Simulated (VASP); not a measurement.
# WS2 (R3m) in VASP: notebook, part 2 of 2

VASP 6.6.1. The steps go on from the part before.

### 4 Single point, PBEsol

This run uses another cell than the first one, of 18.26 Å³/atom.

Input file INCAR:

```
SYSTEM = WS2
PREC = Accurate
ENCUT = 520
EDIFF = 1E-7
ISMEAR = 0
SIGMA = 0.02
LREAL = .FALSE.
LASPH = .TRUE.
NELM = 100
ALGO = Normal
ISIF = 2
LWAVE = .FALSE.
LCHARG = .FALSE.
GGA = PS
NBANDS = 49
```

Input file KPOINTS:

```
regular mesh
0
G
  12 12 2
  0 0 0
```

Input file POSCAR:

```
WS2
1.0
    3.1472785917      0.0000000000      0.0000000000
   -1.5736392959      2.7256232132      0.0000000000
    0.0000000000      0.0000000000     19.1549487067
W S
3 6
Direct
    0.6666666667      0.3333333333      0.3326615697
    0.3333333333      0.6666666667      0.6659949031
    0.0000000000      0.0000000000      0.9993282364
    0.3333333333      0.6666666667      0.2508537502
    0.6666666667      0.3333333333      0.0811180134
    0.0000000000      0.0000000000      0.5841870836
    0.3333333333      0.6666666667      0.4144513467
    0.6666666667      0.3333333333      0.9175204169
    0.0000000000      0.0000000000      0.7477846800
```

Potentials or basis: VASP PAW PBE potentials, release 64 (W_sv, S).

On the command line:

```
$ cat potpaw_PBE.64/W_sv/POTCAR potpaw_PBE.64/S/POTCAR > POTCAR
$ mpirun -np 1 vasp_std > vasp.out
```

OUTCAR:

```text
SYSTEM = WS2
   PREC = Accurate
   ENCUT = 520
   EDIFF = 1E-7
   ISMEAR = 0
   LREAL = .FALSE.
   LASPH = .TRUE.
   NELM = 100
   ISIF = 2
   GGA = PS

 ion  position               nearest neighbor table
   1  0.667  0.333  0.333-   7 2.40   7 2.40   7 2.40   4 2.40   4 2.40   4 2.40
   2  0.333  0.667  0.666-   9 2.40   9 2.40   9 2.40   6 2.40   6 2.40   6 2.40
   3  0.000  0.000  0.999-   5 2.40   5 2.40   5 2.40   8 2.40   8 2.40   8 2.40
   4  0.333  0.667  0.251-   1 2.40   1 2.40   1 2.40
   5  0.667  0.333  0.081-   3 2.40   3 2.40   3 2.40
   6  0.000  0.000  0.584-   2 2.40   2 2.40   2 2.40
   7  0.333  0.667  0.414-   1 2.40   1 2.40   1 2.40
   8  0.667  0.333  0.918-   3 2.40   3 2.40   3 2.40
   9  0.000  0.000  0.748-   2 2.40   2 2.40   2 2.40

  LATTYP: Found a hexagonal cell.
 ALAT       =     3.1472785917
 C/A-ratio  =     6.0861941988

  Lattice vectors:

 A1 = (   3.1472785917,   0.0000000000,   0.0000000000)
 A2 = (  -1.5736392959,   2.7256232132,   0.0000000000)
 A3 = (   0.0000000000,   0.0000000000,  19.1549487067)

Analysis of symmetry for initial positions (statically):
=====================================================================
 Subroutine PRICEL returns following result:

  LATTYP: Found a trigonal (rhomboedric) cell.
 ALAT       =     6.6385084292
 COS(alpha) =     0.8876173271

  Lattice vectors:

 A1 = (   1.5736392957,  -0.9085410710,  -6.3849829016)
 A2 = (  -1.5736392955,  -0.9085410712,  -6.3849829035)
 A3 = (  -0.0000000002,   1.8170821422,  -6.3849829016)

   3 primitive cells build up your supercell.

 Routine SETGRP: Setting up the symmetry group for a
 hexagonal supercell.

 Subroutine GETGRP returns: Found  6 space group operations
 (whereof  6 operations were pure point group operations)
 out of a pool of 24 trial point group operations.

The static configuration has the point symmetry C_3v.

Analysis of symmetry for dynamics (positions and initial velocities):
=====================================================================
 Subroutine PRICEL returns following result:

  LATTYP: Found a trigonal (rhomboedric) cell.
 ALAT       =     6.6385084292
 COS(alpha) =     0.8876173271

  Lattice vectors:

 A1 = (   1.5736392957,  -0.9085410710,  -6.3849829016)
 A2 = (  -1.5736392955,  -0.9085410712,  -6.3849829035)
 A3 = (  -0.0000000002,   1.8170821422,  -6.3849829016)

   3 primitive cells build up your supercell.

 Routine SETGRP: Setting up the symmetry group for a
 hexagonal supercell.

 Subroutine GETGRP returns: Found  6 space group operations
 (whereof  6 operations were pure point group operations)
 out of a pool of 24 trial point group operations.

The dynamic configuration has the point symmetry C_3v.

 Subroutine INISYM returns: Found  6 space group operations
 (whereof  6 operations are pure point group operations),
 and found     3 'primitive' translations

----------------------------------------------------------------------------------------

                                     Primitive cell
[... 44 lines left out ...]
 ===========================================

 Found     38 irreducible k-points:

 Following reciprocal coordinates:
            Coordinates               Weight
  0.000000  0.000000  0.000000      1.000000
  0.083333 -0.000000  0.000000      6.000000
  0.166667 -0.000000  0.000000      6.000000
  0.250000 -0.000000  0.000000      6.000000
  0.333333  0.000000  0.000000      6.000000
  0.416667 -0.000000  0.000000      6.000000
[... 16 lines left out ...]
  0.250000 -0.000000  0.500000      6.000000
  0.333333  0.000000  0.500000      6.000000
 [... further k-points ...]
   k-points           NKPTS =     38   k-points in BZ     NKDIM =     38   number of bands    NBANDS=     49
   number of dos      NEDOS =    301   number of ions     NIONS =      9
   total plane-waves  NPLWV =  82944
   dimension x,y,z NGX =    24 NGY =   24 NGZ =  144
   dimension x,y,z NGXF=    48 NGYF=   48 NGZF=  288
   ions per type =               3   6
   NGX,Y,Z   is equivalent  to a cutoff of  12.68, 12.68, 12.50 a.u.
   NGXF,Y,Z  is equivalent  to a cutoff of  25.35, 25.35, 25.00 a.u.
 SYSTEM =  WS2
   PREC   = accura    normal or accurate (medium, high low for compatibility)
   ISTART =      0    job   : 0-new  1-cont  2-samecut
   ICHARG =      2    charge: 1-file 2-atom 10-const
   ISPIN  =      1    spin polarized calculation?
   LNONCOLLINEAR =      F non collinear calculations
   LSORBIT =      F    spin-orbit coupling
   LASPH  =      T    aspherical Exc in radial PAW
   ENCUT  =  520.0 eV  38.22 Ry    6.18 a.u.   5.85  5.85 35.62*2*pi/ulx,y,z
   NELM   =    100;   NELMIN=  2; NELMDL= -5     # of ELM steps
   EDIFF  = 0.1E-06   stopping-criterion for ELM
   LREAL  =      F    real-space projection
   EDIFFG = 0.1E-05   stopping-criterion for IOM
   NSW    =      0    number of steps for IOM
   IBRION =     -1    ionic relax: 0-MD 1-quasi-New 2-CG
   NFREE  =      0    steps in history (QN), initial steepest desc. (CG)
   ISIF   =      2    stress and relaxation
   ISYM   =      2    0-nonsym 1-usesym 2-fastsym
   POTIM  = 0.5000    time-step for ionic-motion
   TEBEG  =    0.0;   TEEND  =   0.0 temperature during run
   PSTRESS=    0.0 pullay stress
   NELECT =      78.0000    total number of electrons
   NUPDOWN=      -1.0000    fix difference up-down
   EMIN   =  10.00;   EMAX   =-10.00  energy-range for DOS
   EFERMI =   0.00;   METHOD = LEGACY
   ISMEAR =     0;   SIGMA  =   0.02  broadening in eV -4-tet -1-fermi 0-gaus
   EFERMI_NEDOS =   21; number of points for ismear=-14 and -15
   IALGO  =     38    algorithm
   IMIX   =      4    mixing-type and parameters
     AMIX     =   0.40;   BMIX     =  1.00
     AMIX_MAG =   1.60;   BMIX_MAG =  1.00
  volume/ion in A,a.u.               =      18.26       123.21
  Fermi-wavevector in a.u.,A,eV,Ry     =   1.277063  2.413299 22.189609  1.630890
  Thomas-Fermi vector in A             =   2.409684
   LORBIT       =      0    0 simple, 1 ext, 2 COOP (PROOUT), +10 PAW based schemes
   GGA     = PS    functional components
   LHFCALC =     F    Hartree Fock is set to
   AEXX    =    0.0000 exact exchange contribution
   IVDW    =     0    specifies the selected vdW correction
   LEPSILON=     F    determine dielectric tensor
   LRPA    =     F    only Hartree local field effects (RPA)
 non-spin polarized calculation
 Gauss-broadening in eV      SIGMA  =   0.02
  energy-cutoff  :      520.00
  volume of cell :      164.32
 maximum number of plane-waves:      4450
 NGX is ok and might be reduce to    24
   NGX = 11   NGY = 11   NGZ = 71

 number of electron      77.9999987 magnetization

 Free energy of the ion-electron system (eV)
  ---------------------------------------------------
  ext. energy  EPLUGINS =         0.00000000
  ---------------------------------------------------
  free energy    TOTEN  =       -75.82083302 eV

  energy without entropy =      -75.82083302  energy(sigma->0) =      -75.82083302

 E-fermi :   7.0793     XC(G=0): -10.8923

 val. band max:        6.8801093124   @ k =   0.0000   0.0000   0.5000
 cond. band min:       8.0544561631   @ k =   0.1667   0.1667   0.0000
 fundamental gap:      1.1743468508
 Fermi energy:         7.0792723455

 k-point     1 :       0.0000    0.0000    0.0000
  band No.  band energies     occupation
      1     -67.5336      2.00000
      2     -67.5336      2.00000
      3     -67.5336      2.00000
      4     -31.8120      2.00000
      5     -31.8120      2.00000
      6     -31.8120      2.00000
[... 1237 lines left out ...]
     48      10.3227      0.00000
     49      10.8400      0.00000

 [... further k-points ...]
[... 5 lines left out ...]
  --------------------------------------------------------------------------------------
  -------------------------------------------------------------------------------------
  Total        0.1064911      0.1064911      0.1155849     -0.0000000      0.0000000      0.0000000
  in kB        1.0383456      1.0383456      1.1270153     -0.0000000      0.0000000      0.0000000
  external PRESSURE =       1.0679022 kB  Pullay stress =       0.0000000 kB

 VOLUME and BASIS-vectors are now :
 -----------------------------------------------------------------------------
  energy-cutoff  :      520.00
  volume of cell :      164.32
      direct lattice vectors                 reciprocal lattice vectors
     3.147278592  0.000000000  0.000000000     0.317734821  0.183444284  0.000000000
    -1.573639296  2.725623213  0.000000000     0.000000000  0.366888569  0.000000000
     0.000000000  0.000000000 19.154948707     0.000000000  0.000000000  0.052205830

 POSITION                                       TOTAL-FORCE (eV/Angst)
 -----------------------------------------------------------------------------------
      1.57364      0.90854      6.37212        -0.000000      0.000000     -0.000116
     -0.00000      1.81708     12.75710        -0.000000      0.000000     -0.000116
      0.00000      0.00000     19.14208        -0.000000      0.000000     -0.000116
     -0.00000      1.81708      4.80509         0.000000     -0.000000     -0.021427
      1.57364      0.90854      1.55381        -0.000000     -0.000000      0.021543
      0.00000      0.00000     11.19007         0.000000     -0.000000     -0.021427
     -0.00000      1.81708      7.93879         0.000000     -0.000000      0.021543
      1.57364      0.90854     17.57506         0.000000     -0.000000     -0.021427
      0.00000      0.00000     14.32378         0.000000     -0.000000      0.021543
 -----------------------------------------------------------------------------------
    total drift:                                0.000000      0.000000     -0.000085

  FREE ENERGIE OF THE ION-ELECTRON SYSTEM (eV)
  ---------------------------------------------------
  free  energy   TOTEN  =       -75.8208330228 eV

  energy  without entropy=      -75.8208330228  energy(sigma->0) =      -75.82083302
```

Run time: 3.8 min. Hardware: 1 thread of Oxide Virtual Turin-like, shared host; peak memory 0.36 GiB.

What came out:

- Free energy: -75.8208 eV
- Pressure: 0.1 GPa
- Largest force: 0.022 eV/Å
- Band gap on the k mesh: 1.17 eV

Forces in eV/Å, atoms in the order of the input:
```
W    0.000  0.000  0.000
W    0.000  0.000  0.000
W    0.000  0.000  0.000
S    0.000  0.000 -0.021
S    0.000  0.000  0.022
S    0.000  0.000 -0.021
S    0.000  0.000  0.022
S    0.000  0.000 -0.021
S    0.000  0.000  0.022
```

Levels at points of the mesh, in eV from the valence-band top:
```
           k point  band 37  band 38  band 39  band 40  band 41  band 42
(0.00, 0.00, 0.00)    -1.11    -0.15    -0.15     2.44     2.44     2.48
(0.50, 0.00, 0.00)    -1.52    -1.52    -1.42     2.48     2.50     2.50
(0.00, 0.00, 0.50)    -0.59    -0.59     0.00     2.45     2.45     2.45
(0.50, 0.00, 0.50)    -1.56    -1.45    -1.45     2.49     2.49     2.51
```

Caveat: the PAW data sets were made with another functional, which shifts forces and pressure a little; spin-orbit coupling is left out, which moves the levels of the heavy elements; this functional lacks dispersion, which binds layers or chains, so the pressure and a relaxed spacing across them are unreliable.

### 5 Single point, PBEsol (strain along c alone, the other axes held: +1.5 %, then relaxed in part)

Input file INCAR:

```
SYSTEM = WS2
  ALGO = Normal
  EDIFF = 1E-6
  ENCUT = 520
  GGA = PS
  ISIF = 2
  ISMEAR = 0
  LASPH = .TRUE.
  LCHARG = .FALSE.
  LREAL = .FALSE.
  LWAVE = .FALSE.
  NBANDS = 49
  NELM = 80
  PREC = Accurate
  SIGMA = 0.02
```

Input file KPOINTS:

```
k-points
0
G
  12 12 2
  0 0 0
```

Input file POSCAR:

```
WS2
1.0
    3.1472785917      0.0000000000      0.0000000000
   -1.5736392959      2.7256232132      0.0000000000
    0.0000000000      0.0000000000     19.4422729373
W S
3 6
Direct
    0.6666666667      0.3333333333      0.3326602085
    0.3333333333      0.6666666667      0.6659935419
    0.0000000000      0.0000000000      0.9993268752
    0.3333333333      0.6666666667      0.2520521778
    0.6666666667      0.3333333333      0.0799209470
    0.0000000000      0.0000000000      0.5853855111
    0.3333333333      0.6666666667      0.4132542803
    0.6666666667      0.3333333333      0.9187188445
    0.0000000000      0.0000000000      0.7465876137
```

Potentials or basis: VASP PAW PBE potentials, release 64 (W_sv, S).

On the command line:

```
$ cat potpaw_PBE.64/W_sv/POTCAR potpaw_PBE.64/S/POTCAR > POTCAR
$ mpirun -np 1 vasp_std > vasp.out
```

OUTCAR:

```text
SYSTEM = WS2
   EDIFF = 1E-6
   ENCUT = 520
   GGA = PS
   ISIF = 2
   ISMEAR = 0
   LASPH = .TRUE.
   LREAL = .FALSE.
   NELM = 80
   PREC = Accurate

 ion  position               nearest neighbor table
   1  0.667  0.333  0.333-   7 2.40   7 2.40   7 2.40   4 2.40   4 2.40   4 2.40
   2  0.333  0.667  0.666-   9 2.40   9 2.40   9 2.40   6 2.40   6 2.40   6 2.40
   3  0.000  0.000  0.999-   5 2.40   5 2.40   5 2.40   8 2.40   8 2.40   8 2.40
   4  0.333  0.667  0.252-   1 2.40   1 2.40   1 2.40
   5  0.667  0.333  0.080-   3 2.40   3 2.40   3 2.40
   6  0.000  0.000  0.585-   2 2.40   2 2.40   2 2.40
   7  0.333  0.667  0.413-   1 2.40   1 2.40   1 2.40
   8  0.667  0.333  0.919-   3 2.40   3 2.40   3 2.40
   9  0.000  0.000  0.747-   2 2.40   2 2.40   2 2.40

  LATTYP: Found a hexagonal cell.
 ALAT       =     3.1472785917
 C/A-ratio  =     6.1774871117

  Lattice vectors:

 A1 = (   3.1472785917,   0.0000000000,   0.0000000000)
 A2 = (  -1.5736392959,   2.7256232132,   0.0000000000)
 A3 = (   0.0000000000,   0.0000000000,  19.4422729373)

[... 198 lines left out ...]

 E-fermi :   6.8682     XC(G=0): -10.7816

 val. band max:        6.6453326798   @ k =   0.0000   0.0000   0.5000
 cond. band min:       7.8907516525   @ k =   0.1667   0.1667   0.0000
 fundamental gap:      1.2454189727
 Fermi energy:         6.8682031619

 k-point     1 :       0.0000    0.0000    0.0000
  band No.  band energies     occupation
      1     -67.7134      2.00000
      2     -67.7134      2.00000
      3     -67.7134      2.00000
      4     -31.9914      2.00000
      5     -31.9914      2.00000
      6     -31.9914      2.00000
[... 1237 lines left out ...]
     48      10.1245      0.00000
     49      10.7088      0.00000

 [... further k-points ...]
[... 5 lines left out ...]
  --------------------------------------------------------------------------------------
  -------------------------------------------------------------------------------------
  Total        0.0489303      0.0489303     -0.0513295     -0.0000000      0.0000000      0.0000000
  in kB        0.4700463      0.4700463     -0.4930934     -0.0000000      0.0000000      0.0000000
  external PRESSURE =       0.1489997 kB  Pullay stress =       0.0000000 kB

 VOLUME and BASIS-vectors are now :
 -----------------------------------------------------------------------------
  energy-cutoff  :      520.00
  volume of cell :      166.78
      direct lattice vectors                 reciprocal lattice vectors
     3.147278592  0.000000000  0.000000000     0.317734821  0.183444284  0.000000000
    -1.573639296  2.725623213  0.000000000     0.000000000  0.366888569  0.000000000
     0.000000000  0.000000000 19.442272937     0.000000000  0.000000000  0.051434315

 POSITION                                       TOTAL-FORCE (eV/Angst)
 -----------------------------------------------------------------------------------
      1.57364      0.90854      6.46767         0.000000     -0.000000     -0.000371
     -0.00000      1.81708     12.94843        -0.000000     -0.000000     -0.000371
      0.00000      0.00000     19.42919        -0.000000     -0.000000     -0.000371
     -0.00000      1.81708      4.90047         0.000000      0.000000     -0.023198
      1.57364      0.90854      1.55384         0.000000     -0.000000      0.023568
      0.00000      0.00000     11.38122         0.000000     -0.000000     -0.023198
     -0.00000      1.81708      8.03460        -0.000000      0.000000      0.023568
      1.57364      0.90854     17.86198         0.000000      0.000000     -0.023198
      0.00000      0.00000     14.51536        -0.000000      0.000000      0.023568
 -----------------------------------------------------------------------------------
    total drift:                               -0.000000     -0.000000      0.000474

  FREE ENERGIE OF THE ION-ELECTRON SYSTEM (eV)
  ---------------------------------------------------
  free  energy   TOTEN  =       -75.8193339481 eV

  energy  without entropy=      -75.8193339481  energy(sigma->0) =      -75.81933395
```

It took 3.4 min on 1 thread of Oxide Virtual Turin-like, shared host; peak memory 0.38 GiB.

What came out:

* Free energy: -75.8193 eV
* Pressure: 0.0 GPa
* Largest force: 0.024 eV/Å
* Band gap on the k mesh: 1.25 eV

Forces in eV/Å, atoms in the order of the input:
```
W    0.000  0.000  0.000
W    0.000  0.000  0.000
W    0.000  0.000  0.000
S    0.000  0.000 -0.023
S    0.000  0.000  0.024
S    0.000  0.000 -0.023
S    0.000  0.000  0.024
S    0.000  0.000 -0.023
S    0.000  0.000  0.024
```

Caveat: the cell differs from its parent crystal (strain along c alone, the other axes held: +1.5 %, then relaxed in part); the PAW data sets were made with another functional, which shifts forces and pressure a little; spin-orbit coupling is left out, which moves the levels of the heavy elements; this functional lacks dispersion, which binds layers or chains, so the pressure and a relaxed spacing across them are unreliable. A k mesh can miss the band edges.

### 6 Overview

| cell | gap on the mesh (eV) | pressure (GPa) | largest force (eV/Å) |
| --- | --- | --- | --- |
| a = 3.194, b = 3.194, c = 19.442 Å, angles 90.0, 90.0, 120.0°, 9 atoms, atomic positions A | 1.13 | -2.7 | 0.02 |
| a = 3.147, b = 3.147, c = 19.155 Å, angles 90.0, 90.0, 120.0°, 9 atoms, atomic positions B | 1.17 | 0.1 | 0.02 |
| a = 3.147, b = 3.147, c = 19.442 Å, angles 90.0, 90.0, 120.0°, 9 atoms, atomic positions C | 1.25 | 0.0 | 0.02 |

Alike in all rows: task single point; level PBEsol; potentials or basis VASP PAW PBE potentials, release 64 (W_sv, S); no spin polarisation; k mesh 12 × 12 × 2; cutoff (eV) 520; smearing gaussian 0.02 eV.

Caveats: the PAW data sets were made with another functional, which shifts forces and pressure a little; spin-orbit coupling is left out, which moves the levels of the heavy elements; this functional lacks dispersion, which binds layers or chains, so the pressure and a relaxed spacing across them are unreliable.

Absolute energies hang on the potentials; compare differences alone.
